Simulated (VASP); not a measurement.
# GaCo (P4/mmm) in VASP: a series of runs

Runs on GaCo. Level: PBEsol. Tasks: single point.

Everything below comes from runs of VASP 6.6.1. Logs are shortened: lines on timing, memory, paths and dates and some standing lists are left out, and cuts for length are marked.

### 1 The cell of the first run

Symmetry: P4/mmm, No. 123, tetragonal system. The conventional cell has a = 2.768 Å, b = 2.768 Å, c = 3.114 Å, α = 90.00°, β = 90.00°, γ = 90.00°. Ga (site symmetry 4/mmm) has 8 Co at 2.50 Å and 6 Ga at 2.77 to 3.11 Å within 3.3 Å. Within 3.3 Å of Co (site symmetry 4/mmm) lie 8 Ga at 2.50 Å and 6 Co at 2.77 to 3.11 Å.

### 2 Single point, PBEsol (strain -0.040 along x and y, +0.080 along z)

INCAR reads:

```
SYSTEM = GaCo
PREC = Accurate
ENCUT = 520
EDIFF = 1E-6
ISMEAR = 0
SIGMA = 0.15
LREAL = .False.
LASPH = .True.
NELM = 60
ALGO = Fast
ISIF = 2
LWAVE = .False.
LCHARG = .False.
GGA = PS
NBANDS = 18
```

KPOINTS reads:

```
Automatic mesh
0
Gamma
  16 16 16
  0 0 0
```

POSCAR reads:

```
GaCo
1.0
    2.7677760000      0.0000000000      0.0000000000
    0.0000000000      2.7677760000      0.0000000000
    0.0000000000      0.0000000000      3.1137480000
Ga Co
1 1
Direct
    0.5000000000      0.5000000000      0.5000000000
    0.0000000000      0.0000000000      0.0000000000
```

Potentials or basis: VASP PAW PBE potentials, release 64 (Ga_d, Co).

On the command line:

```bash
$ cat potpaw_PBE.64/Ga_d/POTCAR potpaw_PBE.64/Co/POTCAR > POTCAR
$ mpirun -np 1 vasp_std > vasp.out
```

OUTCAR:

```text
SYSTEM = GaCo
   PREC = Accurate
   ENCUT = 520
   EDIFF = 1E-6
   ISMEAR = 0
   LREAL = .False.
   LASPH = .True.
   NELM = 60
   ISIF = 2
   GGA = PS

 ion  position               nearest neighbor table
   1  0.500  0.500  0.500-   2 2.50   2 2.50   2 2.50   2 2.50   2 2.50   2 2.50   2 2.50   2 2.50

   2  0.000  0.000  0.000-   1 2.50   1 2.50   1 2.50   1 2.50   1 2.50   1 2.50   1 2.50   1 2.50

  LATTYP: Found a simple tetragonal cell.
 ALAT       =     2.7677760000
 C/A-ratio  =     1.1250000000

  Lattice vectors:

 A1 = (   2.7677760000,   0.0000000000,   0.0000000000)
 A2 = (   0.0000000000,   2.7677760000,   0.0000000000)
 A3 = (   0.0000000000,   0.0000000000,   3.1137480000)

Analysis of symmetry for initial positions (statically):
=====================================================================
 Subroutine PRICEL returns:
 Original cell was already a primitive cell.

 Routine SETGRP: Setting up the symmetry group for a
 simple tetragonal supercell.

 Subroutine GETGRP returns: Found 16 space group operations
 (whereof 16 operations were pure point group operations)
 out of a pool of 16 trial point group operations.

The static configuration has the point symmetry D_4h.

Analysis of symmetry for dynamics (positions and initial velocities):
=====================================================================
 Subroutine PRICEL returns:
 Original cell was already a primitive cell.

 Routine SETGRP: Setting up the symmetry group for a
 simple tetragonal supercell.

 Subroutine GETGRP returns: Found 16 space group operations
 (whereof 16 operations were pure point group operations)
 out of a pool of 16 trial point group operations.

The dynamic configuration has the point symmetry D_4h.

 Subroutine INISYM returns: Found 16 space group operations
 (whereof 16 operations are pure point group operations),
 and found     1 'primitive' translations

----------------------------------------------------------------------------------------

                                     Primitive cell

  volume of cell :      23.8531

  direct lattice vectors                    reciprocal lattice vectors
     2.767776000  0.000000000  0.000000000     0.361300915  0.000000000  0.000000000
     0.000000000  2.767776000  0.000000000     0.000000000  0.361300915  0.000000000
     0.000000000  0.000000000  3.113748000     0.000000000  0.000000000  0.321156368

  length of vectors
     2.767776000  2.767776000  3.113748000     0.361300915  0.361300915  0.321156368

  position of ions in fractional coordinates (direct lattice)
     0.500000000  0.500000000  0.500000000
     0.000000000  0.000000000  0.000000000

  ion indices of the primitive-cell ions
   primitive index   ion index
                 1           1
                 2           2

----------------------------------------------------------------------------------------

 KPOINTS: Automatic mesh

Automatic generation of k-mesh.
 Grid dimensions read from file:
 generate k-points for:   16   16   16

 Generating k-lattice:

  Cartesian coordinates                     Fractional coordinates (reciprocal lattice)
     0.022581307  0.000000000  0.000000000     0.062500000  0.000000000  0.000000000
     0.000000000  0.022581307  0.000000000     0.000000000  0.062500000  0.000000000
     0.000000000  0.000000000  0.020072273     0.000000000  0.000000000  0.062500000

  Length of vectors
     0.022581307  0.022581307  0.020072273

  Shift w.r.t. Gamma in fractional coordinates (k-lattice)
     0.000000000  0.000000000  0.000000000

 Subroutine IBZKPT returns following result:
 ===========================================

 Found    405 irreducible k-points:

 Following reciprocal coordinates:
            Coordinates               Weight
  0.000000  0.000000  0.000000      1.000000
  0.062500  0.000000  0.000000      4.000000
  0.125000  0.000000  0.000000      4.000000
  0.187500  0.000000  0.000000      4.000000
  0.250000  0.000000  0.000000      4.000000
  0.312500  0.000000  0.000000      4.000000
[... 16 lines left out ...]
  0.437500  0.125000  0.000000      8.000000
  0.500000  0.125000  0.000000      4.000000
 [... further k-points ...]
   k-points           NKPTS =    405   k-points in BZ     NKDIM =    405   number of bands    NBANDS=     18
   number of dos      NEDOS =    301   number of ions     NIONS =      2
   total plane-waves  NPLWV =  13824
   dimension x,y,z NGX =    24 NGY =   24 NGZ =   24
   dimension x,y,z NGXF=    48 NGYF=   48 NGZF=   48
   ions per type =               1   1
   NGX,Y,Z   is equivalent  to a cutoff of  14.42, 14.42, 12.81 a.u.
   NGXF,Y,Z  is equivalent  to a cutoff of  28.83, 28.83, 25.63 a.u.
 SYSTEM =  GaCo
   PREC   = accura    normal or accurate (medium, high low for compatibility)
   ISTART =      0    job   : 0-new  1-cont  2-samecut
   ICHARG =      2    charge: 1-file 2-atom 10-const
   ISPIN  =      1    spin polarized calculation?
   LNONCOLLINEAR =      F non collinear calculations
   LSORBIT =      F    spin-orbit coupling
   LASPH  =      T    aspherical Exc in radial PAW
   ENCUT  =  520.0 eV  38.22 Ry    6.18 a.u.   5.15  5.15  5.79*2*pi/ulx,y,z
   NELM   =     60;   NELMIN=  2; NELMDL= -5     # of ELM steps
   EDIFF  = 0.1E-05   stopping-criterion for ELM
   LREAL  =      F    real-space projection
   EDIFFG = 0.1E-04   stopping-criterion for IOM
   NSW    =      0    number of steps for IOM
   IBRION =     -1    ionic relax: 0-MD 1-quasi-New 2-CG
   NFREE  =      0    steps in history (QN), initial steepest desc. (CG)
   ISIF   =      2    stress and relaxation
   ISYM   =      2    0-nonsym 1-usesym 2-fastsym
   POTIM  = 0.5000    time-step for ionic-motion
   TEBEG  =    0.0;   TEEND  =   0.0 temperature during run
   PSTRESS=    0.0 pullay stress
   NELECT =      22.0000    total number of electrons
   NUPDOWN=      -1.0000    fix difference up-down
   EMIN   =  10.00;   EMAX   =-10.00  energy-range for DOS
   EFERMI =   0.00;   METHOD = LEGACY
   ISMEAR =     0;   SIGMA  =   0.15  broadening in eV -4-tet -1-fermi 0-gaus
   EFERMI_NEDOS =   21; number of points for ismear=-14 and -15
   IALGO  =     68    algorithm
   IMIX   =      4    mixing-type and parameters
     AMIX     =   0.40;   BMIX     =  1.00
     AMIX_MAG =   1.60;   BMIX_MAG =  1.00
  volume/ion in A,a.u.               =      11.93        80.48
  Fermi-wavevector in a.u.,A,eV,Ry     =   1.593556  3.011384 34.550908  2.539420
  Thomas-Fermi vector in A             =   2.691767
   LORBIT       =      0    0 simple, 1 ext, 2 COOP (PROOUT), +10 PAW based schemes
   GGA     = PS    functional components
   LHFCALC =     F    Hartree Fock is set to
   AEXX    =    0.0000 exact exchange contribution
   IVDW    =     0    specifies the selected vdW correction
   LEPSILON=     F    determine dielectric tensor
   LRPA    =     F    only Hartree local field effects (RPA)
 non-spin polarized calculation
 RMM-DIIS sequential band-by-band and
 Gauss-broadening in eV      SIGMA  =   0.15
  energy-cutoff  :      520.00
  volume of cell :       23.85
 maximum number of plane-waves:       656
 NGX is ok and might be reduce to    24
   NGX = 11   NGY = 11   NGZ = 11

 number of electron      21.9999997 magnetization

 Free energy of the ion-electron system (eV)
  ---------------------------------------------------
  ext. energy  EPLUGINS =         0.00000000
  ---------------------------------------------------
  free energy    TOTEN  =       -11.73363812 eV

  energy without entropy =      -11.72199774  energy(sigma->0) =      -11.72781793

 E-fermi :   9.4161     XC(G=0): -13.3444

 val. band max:        9.4137502026   @ k =   0.2500   0.2500   0.5000
 cond. band min:       9.4302232139   @ k =   0.1875   0.1875   0.4375
 fundamental gap:      0.0164730113
 Fermi energy:         9.4160681403

 k-point     1 :       0.0000    0.0000    0.0000
  band No.  band energies     occupation
      1      -5.5974      2.00000
      2      -5.4844      2.00000
      3      -5.1779      2.00000
      4      -5.1779      2.00000
      5      -5.1342      2.00000
      6      -2.5100      2.00000
[... 10 lines left out ...]
     17      23.3620      0.00000
     18      31.0529      0.00000

 k-point     2 :       0.0625    0.0000    0.0000
  band No.  band energies     occupation
      1      -5.5875      2.00000
      2      -5.4776      2.00000
      3      -5.1839      2.00000
      4      -5.1767      2.00000
      5      -5.1394      2.00000
      6      -2.4309      2.00000
[... 10 lines left out ...]
     17      23.9017      0.00000
     18      30.6598      0.00000

 k-point     3 :       0.1250    0.0000    0.0000
  band No.  band energies     occupation
      1      -5.5628      2.00000
      2      -5.4554      2.00000
      3      -5.2012      2.00000
      4      -5.1734      2.00000
      5      -5.1542      2.00000
      6      -2.1930      2.00000
[... 10 lines left out ...]
     17      25.6029      0.00000
     18      29.3482      0.00000

 k-point     4 :       0.1875    0.0000    0.0000
  band No.  band energies     occupation
      1      -5.5350      2.00000
      2      -5.4149      2.00000
      3      -5.2268      2.00000
      4      -5.1763      2.00000
      5      -5.1685      2.00000
      6      -1.7953      2.00000
[... 375 lines left out ...]
      4      -5.2417      2.00000
      5      -5.1809      2.00000
      6       0.6196      2.00000
[... 10 lines left out ...]
     17      22.6942      0.00000
     18      24.3232      0.00000

 k-point    23 :       0.4375    0.1250    0.0000
  band No.  band energies     occupation
      1      -5.4166      2.00000
      2      -5.3302      2.00000
      3      -5.3103      2.00000
      4      -5.2078      2.00000
      5      -5.1784      2.00000
      6       1.5712      2.00000
[... 10 lines left out ...]
     17      21.4429      0.00000
     18      23.5061      0.00000

 k-point    24 :       0.5000    0.1250    0.0000
  band No.  band energies     occupation
      1      -5.4138      2.00000
      2      -5.3362      2.00000
      3      -5.3163      2.00000
      4      -5.1960      2.00000
      5      -5.1775      2.00000
      6       2.3124      2.00000
[... 10 lines left out ...]
     17      20.6949      0.00000
     18      23.1910      0.00000

 [... further k-points ...]
[... 5 lines left out ...]
  --------------------------------------------------------------------------------------
  -------------------------------------------------------------------------------------
  Total       -0.7854170     -0.7854170     -1.4724563      0.0000000      0.0000000      0.0000000
  in kB      -52.7552299    -52.7552299    -98.9025856      0.0000000      0.0000000      0.0000000
  external PRESSURE =     -68.1376818 kB  Pullay stress =       0.0000000 kB

 VOLUME and BASIS-vectors are now :
 -----------------------------------------------------------------------------
  energy-cutoff  :      520.00
  volume of cell :       23.85
      direct lattice vectors                 reciprocal lattice vectors
     2.767776000  0.000000000  0.000000000     0.361300915  0.000000000  0.000000000
     0.000000000  2.767776000  0.000000000     0.000000000  0.361300915  0.000000000
     0.000000000  0.000000000  3.113748000     0.000000000  0.000000000  0.321156368

 POSITION                                       TOTAL-FORCE (eV/Angst)
 -----------------------------------------------------------------------------------
      1.38389      1.38389      1.55687         0.000000      0.000000      0.000000
      0.00000      0.00000      0.00000         0.000000      0.000000      0.000000
 -----------------------------------------------------------------------------------
    total drift:                                0.000000      0.000000     -0.000000

  FREE ENERGIE OF THE ION-ELECTRON SYSTEM (eV)
  ---------------------------------------------------
  free  energy   TOTEN  =       -11.7336381203 eV

  energy  without entropy=      -11.7219977354  energy(sigma->0) =      -11.72781793
```

It took 2.5 min on 1 thread of AMD EPYC 7R13 (Zen 3), shared host; peak memory 0.26 GiB.

What came out:

```
Free energy            : -11.7336 eV
Pressure               : -6.8 GPa
Band gap on the k mesh : zero (bands 11 and 12 overlap by 1.83 eV)
```

Stress tensor (GPa, compression positive):
```
-5.28  0.00  0.00
 0.00 -5.28  0.00
 0.00  0.00 -9.89
```

Caveat: the cell differs from its parent crystal (strain -0.040 along x and y, +0.080 along z); the cell stands under tension; the PAW data sets were made with another functional, which shifts forces and pressure a little; the run has no spin polarisation, though such a crystal can be magnetic.

### 3 Single point, PBEsol (strain +0.040 along x and y, -0.080 along z)

INCAR reads:

```
PREC = Accurate ; ENCUT = 520
EDIFF = 1E-6 ; ISMEAR = 0
SIGMA = 0.15 ; LREAL = F
LASPH = T ; NELM = 100
ALGO = Fast ; ISIF = 2
LWAVE = F ; LCHARG = F
GGA = PS ; NBANDS = 18
```

KPOINTS reads:

```
regular mesh
0
Gamma
  16 16 16
```

POSCAR reads:

```
GaCo
1.0
    2.9984240000      0.0000000000      0.0000000000
    0.0000000000      2.9984240000      0.0000000000
    0.0000000000      0.0000000000      2.6524520000
Ga Co
1 1
Direct
    0.5000000000      0.5000000000      0.5000000000
    0.0000000000      0.0000000000      0.0000000000
```

Potentials or basis: VASP PAW PBE potentials, release 64 (Ga_d, Co).

On the command line:

```bash
$ cat potpaw_PBE.64/Ga_d/POTCAR potpaw_PBE.64/Co/POTCAR > POTCAR
$ mpirun -np 1 vasp_std > vasp.out
```

Wall time 2.1 min (1 thread of AMD EPYC 7R13 (Zen 3), shared host); peak memory 0.25 GiB.

Results (log left out):

```yaml
Free_energy: -11.6719 eV
Pressure: -5.8 GPa
Band_gap_on_the_k_mesh: zero (bands 11 and 12 overlap by 1.77 eV)
```

Stress tensor (GPa, compression positive):
```
-11.32   0.00   0.00
  0.00 -11.32   0.00
  0.00   0.00   5.13
```

Levels at points of the mesh, in eV from the Fermi level:
| k point | band 7 | band 8 | band 9 | band 10 | band 11 | band 12 | band 13 | band 14 | band 15 | band 16 |
| --- | --- | --- | --- | --- | --- | --- | --- | --- | --- | --- |
| (0.00, 0.00, 0.00) | -2.46 | -2.43 | -0.80 | -0.39 | -0.39 | 3.90 | 3.90 | 8.48 | 10.12 | 10.30 |
| (0.50, 0.00, 0.00) | -6.88 | -2.29 | -1.93 | -0.99 | -0.39 | -0.08 | 9.26 | 10.70 | 11.04 | 12.95 |
| (0.50, 0.50, 0.00) | -3.50 | -3.50 | -2.63 | -0.70 | -0.70 | -0.32 | 1.95 | 2.46 | 13.98 | 17.61 |
| (0.00, 0.00, 0.50) | -6.46 | -2.00 | -1.84 | -1.84 | -0.74 | 0.94 | 10.51 | 10.51 | 11.53 | 11.96 |
| (0.50, 0.00, 0.50) | -3.10 | -2.28 | -2.14 | -1.30 | -1.13 | -0.03 | 2.61 | 3.89 | 10.80 | 14.13 |
| (0.50, 0.50, 0.50) | -3.87 | -3.87 | -0.23 | 0.13 | 0.90 | 4.00 | 4.07 | 4.07 | 4.08 | 5.38 |

Caveat: the cell differs from its parent crystal (strain +0.040 along x and y, -0.080 along z); the cell stands under tension; the PAW data sets were made with another functional, which shifts forces and pressure a little; the run has no spin polarisation, though such a crystal can be magnetic. Spin polarisation is off, so any magnetic state and its effect on volume and gap are missing.

### 4 Single point, PBEsol (strain +0.080 along x and y, -0.080 along z)

INCAR reads:

```
SYSTEM = GaCo
ALGO = Fast
EDIFF = 1E-6
ENCUT = 520
GGA = PS
ISIF = 2
ISMEAR = 0
LASPH = .True.
LCHARG = .True.
LELF = .True.
LREAL = .False.
LVHAR = .True.
LWAVE = .False.
NBANDS = 18
NELM = 80
PREC = Accurate
SIGMA = 0.15
```

KPOINTS reads:

```
k-points
0
Gamma
  16 16 16
  0 0 0
```

POSCAR reads:

```
GaCo
1.0
    3.1137480000      0.0000000000      0.0000000000
    0.0000000000      3.1137480000      0.0000000000
    0.0000000000      0.0000000000      2.6524520000
Ga Co
1 1
Direct
    0.5000000000      0.5000000000      0.5000000000
    0.0000000000      0.0000000000      0.0000000000
```

Potentials or basis: VASP PAW PBE potentials, release 64 (Ga_d, Co).

On the command line:

```bash
$ cat potpaw_PBE.64/Ga_d/POTCAR potpaw_PBE.64/Co/POTCAR > POTCAR
$ mpirun -np 1 vasp_std > vasp.out
```

OUTCAR:

```text
SYSTEM = GaCo
   EDIFF = 1E-6
   ENCUT = 520
   GGA = PS
   ISIF = 2
   ISMEAR = 0
   LASPH = .True.
   LREAL = .False.
   NELM = 80
   PREC = Accurate

 ion  position               nearest neighbor table
   1  0.500  0.500  0.500-   2 2.57   2 2.57   2 2.57   2 2.57   2 2.57   2 2.57   2 2.57   2 2.57

   2  0.000  0.000  0.000-   1 2.57   1 2.57   1 2.57   1 2.57   1 2.57   1 2.57   1 2.57   1 2.57

  LATTYP: Found a simple tetragonal cell.
 ALAT       =     3.1137480000
 C/A-ratio  =     0.8518518519

  Lattice vectors:

 A1 = (   3.1137480000,   0.0000000000,   0.0000000000)
[... 676 lines left out ...]
      6       0.4724      2.00000
[... 10 lines left out ...]
     17      24.5004      0.00000
     18      24.5979      0.00000

 [... further k-points ...]
[... 5 lines left out ...]
  --------------------------------------------------------------------------------------
  -------------------------------------------------------------------------------------
  Total       -3.4713382     -3.4713382     -0.5132543      0.0000000      0.0000000      0.0000000
  in kB     -216.2683919   -216.2683919    -31.9763357      0.0000000      0.0000000      0.0000000
  external PRESSURE =    -154.8377065 kB  Pullay stress =       0.0000000 kB

 VOLUME and BASIS-vectors are now :
 -----------------------------------------------------------------------------
  energy-cutoff  :      520.00
  volume of cell :       25.72
      direct lattice vectors                 reciprocal lattice vectors
     3.113748000  0.000000000  0.000000000     0.321156368  0.000000000  0.000000000
     0.000000000  3.113748000  0.000000000     0.000000000  0.321156368  0.000000000
     0.000000000  0.000000000  2.652452000     0.000000000  0.000000000  0.377009650

 POSITION                                       TOTAL-FORCE (eV/Angst)
 -----------------------------------------------------------------------------------
      1.55687      1.55687      1.32623         0.000000      0.000000      0.000000
      0.00000      0.00000      0.00000         0.000000      0.000000      0.000000
 -----------------------------------------------------------------------------------
    total drift:                                0.000000     -0.000000     -0.000000

  FREE ENERGIE OF THE ION-ELECTRON SYSTEM (eV)
  ---------------------------------------------------
  free  energy   TOTEN  =       -11.4746979395 eV

  energy  without entropy=      -11.4538210904  energy(sigma->0) =      -11.46425951
```

It took 2.2 min on 1 thread of AMD EPYC 7R13 (Zen 3), shared host; peak memory 0.27 GiB.

What came out:

* Free energy: -11.4747 eV
* Pressure: -15.5 GPa
* Band gap on the k mesh: zero (bands 11 and 12 overlap by 1.56 eV)

Stress tensor (GPa, compression positive):
```
-21.63   0.00   0.00
  0.00 -21.63   0.00
  0.00   0.00  -3.20
```

Levels at points of the mesh, in eV from the Fermi level:
```tsv
k point	band 7	band 8	band 9	band 10	band 11	band 12	band 13	band 14	band 15	band 16
(0.00, 0.00, 0.00)	-2.20	-2.13	-0.73	-0.23	-0.23	3.37	3.37	8.80	9.11	9.64
(0.50, 0.00, 0.00)	-6.43	-2.04	-1.78	-0.68	-0.23	-0.12	8.27	9.78	10.05	12.94
(0.50, 0.50, 0.00)	-3.31	-3.31	-2.47	-0.47	-0.47	-0.29	1.57	1.99	13.92	17.83
(0.00, 0.00, 0.50)	-5.87	-1.67	-1.67	-1.66	-0.65	1.07	9.82	9.82	11.23	11.24
(0.50, 0.00, 0.50)	-2.82	-1.83	-1.79	-1.20	-0.98	0.03	2.30	3.83	10.00	13.34
(0.50, 0.50, 0.50)	-3.42	-3.42	-0.20	0.20	0.56	3.49	3.99	4.05	4.05	5.19
```

Caveat: the cell differs from its parent crystal (strain +0.080 along x and y, -0.080 along z); the cell stands under tension; the PAW data sets were made with another functional, which shifts forces and pressure a little; the run has no spin polarisation, though such a crystal can be magnetic. Spin polarisation is off, so any magnetic state and its effect on volume and gap are missing.

(Continued in part 2 of 2.)
